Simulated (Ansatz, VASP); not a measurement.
**Two plane-wave programs on ZnS**

POSCAR

```
ZnS
1.0
    3.8068031196      0.0000000000      0.0000000000
   -1.9034015598      3.2967882088      0.0000000000
    0.0000000000      0.0000000000      6.2465812868
Zn S
2 2
Direct
    0.3333333333      0.6666666667      0.0003581639
    0.6666666667      0.3333333333      0.5003581639
    0.3333333333      0.6666666667      0.3746418361
    0.6666666667      0.3333333333      0.8746418361
```

INCAR.step1

```
SYSTEM = ZnS
ALGO     = Normal         ! electronic algorithm
EDIFF    = 1E-4           ! SCF threshold, eV
ENCUT    = 520            ! plane-wave cutoff, eV
GGA      = PE             ! functional
ISMEAR   = 0              ! smearing method
LASPH    = .True.         ! aspherical terms in the spheres
LCHARG   = .False.        ! write CHGCAR
LREAL    = .False.        ! projectors in reciprocal space
LWAVE    = .True.         ! write WAVECAR
NBANDS   = 26             ! bands
NELM     = 80             ! most SCF steps
PREC     = Accurate       ! precision mode
SIGMA    = 0.01           ! smearing width, eV
```

File INCAR.step2:

```
SYSTEM = ZnS
ALGO     = Normal         ! electronic algorithm
EDIFF    = 1E-6           ! SCF threshold, eV
ENCUT    = 520            ! plane-wave cutoff, eV
ISIF     = 2              ! what is computed and relaxed
ISMEAR   = 0              ! smearing method
ISTART   = 1            
LASPH    = .True.         ! aspherical terms in the spheres
LCHARG   = .True.         ! write CHGCAR
LELF     = .True.         ! ELF
LMIXTAU  = .True.       
LREAL    = .False.        ! projectors in reciprocal space
LVHAR    = .True.       
LWAVE    = .False.        ! write WAVECAR
METAGGA  = R2SCAN         ! meta-GGA
NBANDS   = 26             ! bands
NELM     = 80             ! most SCF steps
PREC     = Accurate       ! precision mode
SIGMA    = 0.01           ! smearing width, eV
```

Contents of KPOINTS:

```
k-points
0
Gamma
  9 9 6
  0 0 0
```

Input for Ansatz:

```yaml
crystal:
  lattice:
    - [3.8068031196, 0.0, 0.0]
    - [-1.9034015598, 3.2967882088, 0.0]
    - [0.0, 0.0, 6.2465812868]
  atoms:
    - { symbol: Zn, position: [0.3333333333, 0.6666666667, 0.0003581639] }
    - { symbol: Zn, position: [0.6666666667, 0.3333333333, 0.5003581639] }
    - { symbol: S, position: [0.3333333333, 0.6666666667, 0.3746418361] }
    - { symbol: S, position: [0.6666666667, 0.3333333333, 0.8746418361] }
basis:
  ecutwfc: 600.0
  xc_grid: 2
kpoints:
  mp_grid: { grid: [9, 9, 6] }
hamiltonian:
  xc: r2scan
  pseudopotentials: { kind: paw, azcp: { folder: soft_1 } }
scf:
  occupations: { method: fixed }
output:
  forces: true
  stress: true
  eigenvalues: true
  polarization: {}
```

Change from the starting cell: polar distortion scaled by 1.00.

Alike in both runs: task single point; functional r2SCAN; k mesh 9 × 9 × 6; no spin polarisation.

|  | VASP | Ansatz |
| --- | --- | --- |
| version | VASP 6.6.1 | Ansatz 0.2.0 |
| potentials or method | VASP PAW PBE potentials, release 64 (Zn, S), cutoff 520 eV | scalar-relativistic, plane waves, PAW |
| occupations | gaussian, width 0.01 eV | fixed |
| valence electrons in the cell | 36 | 36 |

```tsv
	VASP	Ansatz	Ansatz less VASP
gap on the k mesh at the Fermi level (eV)	2.78	2.77	-0.012
least direct gap on the mesh (eV)	2.78	2.77	-0.012
pressure (GPa)	0.0	0.0	-0.03
```

VASP's potentials were made for PBE, not for r2SCAN.
